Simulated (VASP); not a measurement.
# Ti6C in VASP: further runs, part 2 of 2

VASP 6.6.1.

## 3. Single point, PBE

INCAR

```
  PREC = Accurate
  ENCUT = 520
  EDIFF = 1E-6
  ISMEAR = 0
  SIGMA = 0.1
  LREAL = F
  LASPH = T
  NELM = 80
  ALGO = Normal
  ISIF = 2
  LWAVE = F
  LCHARG = F
  LDIPOL = T
  IDIPOL = 3
  DIPOL = 0.5 0.5 0.363
  GGA = PE
  NBANDS = 47
```

KPOINTS

```
regular mesh
0
Gamma
  9 6 1
```

POSCAR

```
Ti6C
1.0
    2.8319727860      0.0000000000      0.0000000000
    0.0000000000      4.5793473380      0.0000000000
    0.0000000000      0.0000000000     22.0506909065
Ti C
6 1
Direct
    0.5000000000      0.0000000000      0.1814002118
    0.0000000000      0.5000000000      0.2413504290
    0.5000000000      0.0000000000      0.3013006462
    0.5000000000      0.5000000000      0.3625816208
    0.0000000000      0.0000000000      0.4208167734
    0.5000000000      0.5000000000      0.4784743912
    0.6666666667      0.6000000000      0.5554093893
```

Potentials or basis: VASP PAW PBE potentials, release 64 (Ti_sv, C).

Launch:

```
$ cat potpaw_PBE.64/Ti_sv/POTCAR potpaw_PBE.64/C/POTCAR > POTCAR
$ mpirun -np 1 vasp_std > vasp.out
```

OUTCAR:

```text
PREC = Accurate
   ENCUT = 520
   EDIFF = 1E-6
   ISMEAR = 0
   LREAL = F
   LASPH = T
   NELM = 80
   ISIF = 2
   GGA = PE

 ion  position               nearest neighbor table
   1  0.500  0.000  0.181-   3 2.64
   2  0.000  0.500  0.241-
   3  0.500  0.000  0.301-   1 2.64   4 2.66   4 2.66
   4  0.500  0.500  0.363-   6 2.56   3 2.66   3 2.66
   5  0.000  0.000  0.421-
   6  0.500  0.500  0.478-   7 1.82   4 2.56
   7  0.667  0.600  0.555-   6 1.82

  LATTYP: Found a simple orthorhombic cell.
 ALAT       =     2.8319727860
 B/A-ratio  =     1.6170167173
 C/A-ratio  =     7.7863357358

  Lattice vectors:

 A1 = (   2.8319727860,   0.0000000000,   0.0000000000)
 A2 = (   0.0000000000,   4.5793473380,   0.0000000000)
 A3 = (   0.0000000000,   0.0000000000,  22.0506909065)

Analysis of symmetry for initial positions (statically):
=====================================================================
 Subroutine PRICEL returns:
 Original cell was already a primitive cell.

 Routine SETGRP: Setting up the symmetry group for a
 simple orthorhombic supercell.

 Subroutine GETGRP returns: Found  1 space group operations
 (whereof  1 operations were pure point group operations)
 out of a pool of  8 trial point group operations.

The static configuration has the point symmetry C_1 .

Analysis of symmetry for dynamics (positions and initial velocities):
=====================================================================
 Subroutine PRICEL returns:
 Original cell was already a primitive cell.

 Routine SETGRP: Setting up the symmetry group for a
 simple orthorhombic supercell.

 Subroutine GETGRP returns: Found  1 space group operations
 (whereof  1 operations were pure point group operations)
 out of a pool of  8 trial point group operations.

The dynamic configuration has the point symmetry C_1 .

 Subroutine INISYM returns: Found  1 space group operations
 (whereof  1 operations are pure point group operations),
 and found     1 'primitive' translations

----------------------------------------------------------------------------------------

                                     Primitive cell

  volume of cell :     285.9663

  direct lattice vectors                    reciprocal lattice vectors
     2.831972786  0.000000000  0.000000000     0.353110738  0.000000000  0.000000000
     0.000000000  4.579347338  0.000000000     0.000000000  0.218371730  0.000000000
     0.000000000  0.000000000 22.050690907     0.000000000  0.000000000  0.045350053

  length of vectors
     2.831972786  4.579347338 22.050690907     0.353110738  0.218371730  0.045350053

  position of ions in fractional coordinates (direct lattice)
     0.500000000  0.000000000  0.181400212
     0.000000000  0.500000000  0.241350429
     0.500000000  0.000000000  0.301300646
     0.500000000  0.500000000  0.362581621
     0.000000000  0.000000000  0.420816773
     0.500000000  0.500000000  0.478474391
     0.666666667  0.600000000  0.555409389

  ion indices of the primitive-cell ions
   primitive index   ion index
                 1           1
                 2           2
                 3           3
                 4           4
                 5           5
                 6           6
                 7           7

[... 33 lines left out ...]
  0.000000  0.166667  0.000000      2.000000
[... 16 lines left out ...]
  0.444444 -0.333333  0.000000      2.000000
  0.000000  0.500000  0.000000      1.000000
 [... further k-points ...]
   k-points           NKPTS =     28   k-points in BZ     NKDIM =     28   number of bands    NBANDS=     47
   number of dos      NEDOS =    301   number of ions     NIONS =      7
   total plane-waves  NPLWV = 145152
   dimension x,y,z NGX =    24 NGY =   36 NGZ =  168
   dimension x,y,z NGXF=    48 NGYF=   72 NGZF=  336
   ions per type =               6   1
   NGX,Y,Z   is equivalent  to a cutoff of  14.09, 13.07, 12.67 a.u.
   NGXF,Y,Z  is equivalent  to a cutoff of  28.18, 26.14, 25.33 a.u.
 SYSTEM =  unknown system
   PREC   = accura    normal or accurate (medium, high low for compatibility)
   ISTART =      0    job   : 0-new  1-cont  2-samecut
   ICHARG =      2    charge: 1-file 2-atom 10-const
   ISPIN  =      1    spin polarized calculation?
   LNONCOLLINEAR =      F non collinear calculations
   LSORBIT =      F    spin-orbit coupling
   LASPH  =      T    aspherical Exc in radial PAW
   ENCUT  =  520.0 eV  38.22 Ry    6.18 a.u.   5.27  8.51 41.00*2*pi/ulx,y,z
   NELM   =     80;   NELMIN=  2; NELMDL= -5     # of ELM steps
   EDIFF  = 0.1E-05   stopping-criterion for ELM
   LREAL  =      F    real-space projection
[... 7 lines left out ...]
   TEBEG  =    0.0;   TEEND  =   0.0 temperature during run
   PSTRESS=    0.0 pullay stress
   NELECT =      76.0000    total number of electrons
   NUPDOWN=      -1.0000    fix difference up-down
   EMIN   =  10.00;   EMAX   =-10.00  energy-range for DOS
   EFERMI =   0.00;   METHOD = LEGACY
   ISMEAR =     0;   SIGMA  =   0.10  broadening in eV -4-tet -1-fermi 0-gaus
   EFERMI_NEDOS =   21; number of points for ismear=-14 and -15
   IALGO  =     38    algorithm
   IMIX   =      4    mixing-type and parameters
     AMIX     =   0.40;   BMIX     =  1.00
     AMIX_MAG =   1.60;   BMIX_MAG =  1.00
  volume/ion in A,a.u.               =      40.85       275.69
  Fermi-wavevector in a.u.,A,eV,Ry     =   1.052546  1.989023 15.073256  1.107853
  Thomas-Fermi vector in A             =   2.187633
   LORBIT       =      0    0 simple, 1 ext, 2 COOP (PROOUT), +10 PAW based schemes
   GGA     = PE    functional components
   LHFCALC =     F    Hartree Fock is set to
   AEXX    =    0.0000 exact exchange contribution
   IVDW    =     0    specifies the selected vdW correction
   LEPSILON=     F    determine dielectric tensor
   LRPA    =     F    only Hartree local field effects (RPA)
 non-spin polarized calculation
 Gauss-broadening in eV      SIGMA  =   0.10
  energy-cutoff  :      520.00
  volume of cell :      285.97
 maximum number of plane-waves:      7748
 NGX is ok and might be reduce to    24
   NGX = 11   NGY = 17   NGZ = 81

 dipolmoment           0.000000      0.000000     -0.043654 electrons x Angstroem

 number of electron      76.0000000 magnetization

 dipolmoment           0.000000      0.000000      0.238502 electrons x Angstroem

 Free energy of the ion-electron system (eV)
  ---------------------------------------------------
  ext. energy  EPLUGINS =         0.00000000
  ---------------------------------------------------
  free energy    TOTEN  =       -48.52556526 eV

  energy without entropy =      -48.47009621  energy(sigma->0) =      -48.49783073

 E-fermi :   0.0769     XC(G=0):  -5.5239

 val. band max:        0.0679159260   @ k =   0.3333   0.5000   0.0000
 cond. band min:       0.0887781910   @ k =   0.2222   0.3333   0.0000
 fundamental gap:      0.0208622650
 Fermi energy:         0.0769197452

 k-point     1 :       0.0000    0.0000    0.0000
  band No.  band energies     occupation
      1     -56.8849      2.00000
      2     -56.7939      2.00000
      3     -56.7670      2.00000
      4     -56.5095      2.00000
      5     -56.4037      2.00000
      6     -55.8778      2.00000
[... 1189 lines left out ...]
     46       1.4479      0.00000
     47       1.4869      0.00000

 [... further k-points ...]

------------------------ aborting loop because EDIFF is reached ----------------------------------------

 vacuum level on the upper side and lower side of the slab       (xc-potential included)         1.608        -1.637

  FORCE on cell =-STRESS in cart. coord.  units (eV):
  Direction    XX          YY          ZZ          XY          YZ          ZX
  --------------------------------------------------------------------------------------
  -------------------------------------------------------------------------------------
  Total       -2.0246876     -3.8180687     -0.9030619      0.2930293      0.9825217      2.7416638
  in kB      -11.3436740    -21.3914122     -5.0595658      1.6417489      5.5047532     15.3606615
  external PRESSURE =     -12.5982173 kB  Pullay stress =       0.0000000 kB

 VOLUME and BASIS-vectors are now :
 -----------------------------------------------------------------------------
  energy-cutoff  :      520.00
  volume of cell :      285.97
      direct lattice vectors                 reciprocal lattice vectors
     2.831972786  0.000000000  0.000000000     0.353110738  0.000000000  0.000000000
     0.000000000  4.579347338  0.000000000     0.000000000  0.218371730  0.000000000
     0.000000000  0.000000000 22.050690907     0.000000000  0.000000000  0.045350053

 POSITION                                       TOTAL-FORCE (eV/Angst)
 -----------------------------------------------------------------------------------
      1.41599      0.00000      4.00000         0.021551      0.021024      0.384779
      0.00000      2.28967      5.32194         0.023429     -0.034902     -0.062958
      1.41599      0.00000      6.64389        -0.032649      0.048433     -0.337086
      1.41599      2.28967      7.99518        -0.160442      0.012395      0.143561
      0.00000      0.00000      9.27930         0.141526     -0.244364     -0.198593
      1.41599      2.28967     10.55069        -1.553983     -0.302364      0.010266
      1.88798      2.74761     12.24716         1.560567      0.499778      0.060030
 -----------------------------------------------------------------------------------
    total drift:                               -0.000056     -0.000033     -0.000375

  FREE ENERGIE OF THE ION-ELECTRON SYSTEM (eV)
  ---------------------------------------------------
  free  energy   TOTEN  =       -48.5255652584 eV

  energy  without entropy=      -48.4700962080  energy(sigma->0) =      -48.49783073

 vacuum level on the upper side and lower side of the slab         6.790         3.393
```

Run time: 22 min. Hardware: 1 thread of Intel Xeon 8259CL, shared host; peak memory 0.54 GiB.

Results:

```
Free energy            : -48.5256 eV
Largest force          : 1.640 eV/Å
Band gap on the k mesh : zero (bands 38 and 39 overlap by 0.26 eV)
```

Forces on the atoms (eV/Å):
```
Ti   0.022  0.021  0.385
Ti   0.023 -0.035 -0.063
Ti  -0.033  0.048 -0.337
Ti  -0.160  0.012  0.144
Ti   0.142 -0.244 -0.199
Ti  -1.554 -0.302  0.010
C    1.561  0.500  0.060
```
